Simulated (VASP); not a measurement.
Wanted: the native input for a VASP 6.6.1 run.

```
Task                   : relaxation of cell and atoms
Functional             : PBE
Potentials or basis    : VASP PAW PBE potentials, release 64 (Zr_sv, Pd, Se)
Cutoff                 : 600 eV
k mesh                 : 6 × 6 × 4
Occupations            : gaussian, width 0.1 eV
Spin                   : no spin polarisation
Dipole correction      : no
Further INCAR settings : ALGO = Normal; EDIFF = 1e-07; IBRION = 2; EDIFFG = -0.04; NSW = 90; ISIF = 3
```

The structure of Zr2Pd2Se lies in POSCAR:

```
Zr2Pd2Se
1.0
    4.9223944900      0.0000000000      0.0000000000
   -2.4611972400      4.2629186700      0.0000000000
    0.0000000000      0.0000000000      4.2467624300
Zr Pd Se
2 2 1
Direct
    0.3333333300      0.6666666700      0.5000000000
    0.6666666700      0.3333333300      0.5000000000
    0.3333333300      0.6666666700      0.0000000000
    0.6666666700      0.3333333300      0.0000000000
    0.0000000000      0.0000000000      0.5000000000
```

One way to write it, as run:

INCAR

```
  PREC = Accurate
  ENCUT = 600
  EDIFF = 1E-7
  ISMEAR = 0
  SIGMA = 0.1
  LREAL = False
  LASPH = True
  NELM = 60
  ALGO = Normal
  ISIF = 3
  LWAVE = False
  LCHARG = False
  GGA = PE
  IBRION = 2
  NSW = 90
  EDIFFG = -0.04
```

KPOINTS

```
regular mesh
0
Gamma
  6 6 4
```

Potentials or basis: VASP PAW PBE potentials, release 64 (Zr_sv, Pd, Se).

Command:

```sh
$ cat potpaw_PBE.64/Zr_sv/POTCAR potpaw_PBE.64/Pd/POTCAR potpaw_PBE.64/Se/POTCAR > POTCAR
$ mpirun -np 1 vasp_std > vasp.out
```

It gave:

```
Relaxed volume                         : 22.01 Å³/atom
Relaxed cell                           : a = 4.964 Å, b = 4.964 Å, c = 5.157 Å, α = 90.00°, β = 90.00°, γ = 120.00°
Space group after relaxing (to 0.05 Å) : P6/mmm (No. 191)
Energy gained by relaxing              : 1058.9 meV/atom
Ionic steps                            : 9
Pressure after relaxing                : 0.1 GPa
Band gap on the k mesh                 : zero (band 25 reaches 7.69 eV, above the bottom of band 26 at 6.24 eV)
```

Caveat: the k points lie up to 0.30 Å⁻¹ apart in the final cell; the volume moved by over 15 % at a fixed basis, so the end points are rough.

It took 5.5 min on 1 thread of Intel(R) Xeon(R) 6975P-C (Granite Rapids), on a shared host, peak memory 0.28 GiB.
